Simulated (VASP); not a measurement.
Wanted: the native input for a VASP 6.6.1 run.

| Quantity | Value |
| --- | --- |
| Task | single point |
| Functional | PBE |
| Potentials or basis | VASP PAW PBE potentials, release 64 (Pb_d) |
| Cutoff | 520 eV |
| k mesh | 18 × 18 × 18 |
| Occupations | gaussian, width 0.15 eV |
| Spin | no spin polarisation |
| Dipole correction | no |
| Further INCAR settings | ALGO = Fast; EDIFF = 1e-07; NBANDS = 13 |

The structure of Pb lies in POSCAR:

```
Pb
1.0
    0.0000000000      2.1575690318      3.2363535477
    2.1575690318      0.0000000000      3.2363535477
    2.1575690318      2.1575690318      0.0000000000
Pb
1
Direct
    0.0000000000      0.0000000000      0.0000000000
```

This cell differs from its parent crystal: ratio of the length along z to the lengths across it x 1.5, volume and fractional coordinates fixed.

One way to write it, as run:

INCAR

```
SYSTEM = Pb
PREC = Accurate ; ENCUT = 520
EDIFF = 1E-7 ; ISMEAR = 0
SIGMA = 0.15 ; LREAL = .FALSE.
LASPH = .TRUE. ; NELM = 80
ALGO = Fast ; ISIF = 2
LWAVE = .FALSE. ; LCHARG = .TRUE.
GGA = PE ; LELF = .TRUE.
LVHAR = .TRUE. ; NBANDS = 13
```

KPOINTS

```
Automatic mesh
0
G
  18 18 18
  0 0 0
```

Potentials or basis: VASP PAW PBE potentials, release 64 (Pb_d).

Command:

```console
$ cat potpaw_PBE.64/Pb_d/POTCAR > POTCAR
$ mpirun -np 1 vasp_std > vasp.out
```

Results of the run:

```json
{
  "Pressure": "6.5 GPa",
  "Band gap on the k mesh": "zero (band 7 reaches 11.52 eV, above the bottom of band 8 at 5.22 eV)"
}
```

Caveat: spin-orbit coupling is left out, which moves the levels of the heavy elements.

It took 2.4 min on 1 thread of Intel Xeon 6975P-C (shared host), peak memory 0.29 GiB.
